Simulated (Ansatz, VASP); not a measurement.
Two plane-wave programs on Gd

```
Gd
1.0
    -2.02297    2.02297    2.02297
     2.02297   -2.02297    2.02297
     2.02297    2.02297   -2.02297
Gd
1
Direct
  0.00000 0.00000 0.00000
```

Alike in both runs: functional PBE; k mesh 13 × 13 × 13; occupations fermi-dirac, width 0.05 eV; collinear spin.

Ansatz relaxed the structure, and its values are those at the end. VASP's run is a single point on that final structure, the one shown.

```csv
,VASP,Ansatz
version,VASP 6.6.1,Ansatz 0.2.0
potentials or method,"VASP PAW PBE potentials, release 64 (Gd)","PAW with Ansatz's default frozen-core files, scalar-relativistic"
plane-wave cutoff (eV),520,420
valence electrons in the cell,18,18
```

|  | VASP | Ansatz | Ansatz less VASP |
| --- | --- | --- | --- |
| pressure (GPa) | 0.1 | 0.0 | -0.07 |
| net moment per atom (μB) | 7.65 | 7.64 | -0.006 |
| size of the moment on the site where the two differ most (μB) | 7.01 | 7.35 | +0.336 |

Site moments also hang on the region over which each program counts them.

Neither program's run includes spin-orbit coupling.
